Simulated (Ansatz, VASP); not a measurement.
**ReS3 in VASP and in Ansatz**

```
Re S
1.0
     2.84033    0.00002   -0.00179
     0.00000    2.84028   -0.00067
    -0.01229   -0.00438   18.97463
Re S
2 6
Direct
  0.99126 0.99686 0.50011
  0.00671 0.00254 0.99989
  0.00093 0.99830 0.25010
  0.00393 0.00305 0.74990
  0.50728 0.50285 0.07831
  0.49277 0.49736 0.57854
  0.49134 0.49683 0.42169
  0.50577 0.50221 0.92146
```

Change from the starting cell: cell x2, atoms moved at random (sigma 0.15 Å) and cell strained at random (1.5 %), then relaxed without symmetry.

Alike in both runs: functional PBE; k mesh 8 × 8 × 2; occupations gaussian, width 0.2 eV; no spin polarisation.

Ansatz relaxed the structure, and its values are those at the end. VASP's run is a single point on that final structure, the one shown.

```csv
,VASP,Ansatz
version,VASP 6.6.1,Ansatz 0.2.0
potentials or method,"VASP PAW PBE potentials, release 64 (Re, S), cutoff 520 eV","scalar-relativistic, plane waves, PAW"
valence electrons in the cell,50,66
```

|  | VASP | Ansatz | Ansatz less VASP |
| --- | --- | --- | --- |
| gap on the k mesh at the Fermi level (eV) | none | none | - |
| pressure (GPa) | 0.2 | -0.1 | -0.23 |
| rms of the force components (eV/Å) | 0.016 | 0.005 | -0.0111 |

A gap of «none» marks a metal or a gap that the smearing closes. VASP's potentials hold 50 valence electrons a cell and Ansatz's 66, so a difference there can come from the potentials and not from the codes.

Spin-orbit coupling is off throughout.
